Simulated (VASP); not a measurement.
Here is a VASP 6.6.1 calculation.

INCAR

```
PREC = Accurate
ENCUT = 500
EDIFF = 1E-6
ISMEAR = -1
SIGMA = 0.05
LREAL = False
LASPH = True
NELM = 120
ALGO = Normal
ISIF = 2
LWAVE = False
LCHARG = False
GGA = PE
IVDW = 12
NBANDS = 21
GGA_COMPAT = False
```

KPOINTS

```
Automatic mesh
0
Gamma
  10 10 10
```

File POSCAR:

```
Sn
1.0
   -2.9278940568      2.9278940568      1.5655320061
    2.9278940568     -2.9278940568      1.5655320061
    2.9278940568      2.9278940568     -1.5655320061
Sn
2
Direct
    0.0000000000      0.0000000000      0.0000000000
    0.7500000000      0.2500000000      0.5000000000
```

Potentials or basis: VASP PAW PBE potentials, release 64 (Sn_d).

Run with:

```console
$ cat potpaw_PBE.64/Sn_d/POTCAR > POTCAR
$ mpirun -np 1 vasp_std > vasp.out
```

Question: Predict the band gap on the k mesh.

Answer: Zero (band 14 reaches 9.49 eV, above the bottom of band 15 at 5.72 eV).

Question: What does it give for the pressure?

Answer: 0.8 GPa.

Caveat: three body term missing; spin-orbit coupling is left out, which moves the levels of the heavy elements; pairwise dispersion overbinds metals, which lowers pressure and volume.
